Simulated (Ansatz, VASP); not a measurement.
# One calculation of Co, two programs

INCAR

```
SYSTEM = Co
  ALGO = Normal
  EDIFF = 1E-6
  ENCUT = 520
  GGA = RE
  ISIF = 2
  ISMEAR = -1
  ISPIN = 2
  LASPH = .True.
  LCHARG = .True.
  LELF = .True.
  LMAXMIX = 4
  LORBIT = 11
  LREAL = .False.
  LVHAR = .True.
  LWAVE = .False.
  MAGMOM = 1.714 1.714
  NBANDS = 20
  NELM = 150
  PREC = Accurate
  SIGMA = 0.05
```

The input KPOINTS:

```
k-points
0
Gamma
  23 23 13
  0 0 0
```

The input POSCAR:

```
Co
1.0
    2.5775411207      0.0000000000      0.0000000000
   -1.2887705603      2.2322160899      0.0000000000
    0.0000000000      0.0000000000      4.1616039111
Co
2
Direct
    0.3333333333      0.6666666667      0.2500000000
    0.6666666667      0.3333333333      0.7500000000
```

Input for Ansatz:

```yaml
crystal:
  lattice:
    - [2.5775421021, 0.0, 0.0]
    - [-1.288771051, 2.2322169398, 0.0]
    - [0.0, 0.0, 4.1616043059]
  atoms:
    - { symbol: Co, position: [0.3333333333, 0.6666666667, 0.25], spin: 1.714 }
    - { symbol: Co, position: [0.6666666667, 0.3333333333, 0.75], spin: 1.714 }
hamiltonian:
  xc: revpbe
  pseudopotentials:
    kind: paw
    azcp:
      Co: "pseudopotentials/Co.paw.azcp"
basis:
  ecutwfc: 420
  fft_grid_basis: typed
kpoints:
  mp_grid: { grid: [23, 23, 13], shift: [0, 0, 0] }
magnetization:
  spin_polarized: true
scf:
  occupations: { method: fermi_dirac, width: 0.05 }
output:
  stress: true
```

Alike in both runs: task single point; functional revPBE; k mesh 23 × 23 × 13; occupations fermi-dirac, width 0.05 eV; collinear spin.

|  | VASP | Ansatz |
| --- | --- | --- |
| version | VASP 6.6.1 | Ansatz 0.2.0 |
| potentials or method | VASP PAW PBE potentials, release 64 (Co), cutoff 520 eV | plane waves (420 eV) with PAW, scalar-relativistic |
| valence electrons in the cell | 18 | 34 |

VASP gave:

```
pressure (GPa)                                                : -13.0
traceless stress, the component that is largest in VASP (GPa) : 0.25
net moment per atom (μB)                                      : 1.68
size of the moment on the site where the two differ most (μB) : 1.73
```

Q: Which values does Ansatz return?

A: Pressure (GPa): -12.7; traceless stress, the component that is largest in VASP (GPa): 0.43; net moment per atom (μB): 1.70; size of the moment on the site where the two differ most (μB): 1.79.

VASP's potentials were made for PBE, not for revPBE. Site moments also hang on the region over which each program counts them. With one functional, cell and mesh, what is left measures potentials, basis and numerics. VASP's potentials hold 18 valence electrons a cell and Ansatz's 34, so a difference there can come from the potentials and not from the codes.
